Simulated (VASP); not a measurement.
The system is PtS2.

```xyz
3
Lattice="3.5194 0.0000 0.0000 -1.7597 3.0479 0.0000 0.0000 0.0000 5.0050" Properties=species:S:1:pos:R:3 pbc="T T T"
Pt    0.0000    0.0000    0.0000
S     1.7597    1.0160    3.8689
S     0.0000    2.0319    1.1361
```

This cell differs from its parent crystal: volume scaled by 0.98.

Base run:

| Quantity | Value |
| --- | --- |
| Program | VASP 6.6.1 |
| Functional | PBEsol |
| Potentials or basis | VASP PAW PBE potentials, release 64 (Pt, S) |
| Cutoff | 520 eV |
| k mesh | 9 × 9 × 5 |
| Occupations | fermi-dirac, width 0.05 eV |
| Spin | no spin polarisation |

Its results: band gap on the k mesh 0.98 eV, indirect (least direct gap 1.02 eV); pressure 9.7 GPa; largest force 1.252 eV/Å.

Question: After a change of settings the same cell gave: band gap on the k mesh 1.05 eV, indirect (least direct gap 1.10 eV); pressure 14.8 GPa; largest force 1.535 eV/Å. Which change was it?
A. functional from PBEsol to r2SCAN; k mesh from 9 × 9 × 5 to 7 × 7 × 5
B. functional from PBEsol to PBE
C. functional from PBEsol to r2SCAN

Answer: B.

PBE binds less tightly than PBEsol, so the same cell stands under more pressure.

Caveats: spin-orbit coupling is left out, which moves the levels of the heavy elements; the PAW data sets were made with another functional, which shifts forces and pressure a little (some runs); forces of over 1 eV/Å act on the atoms, so gaps and moduli don't describe the material at rest (some runs).
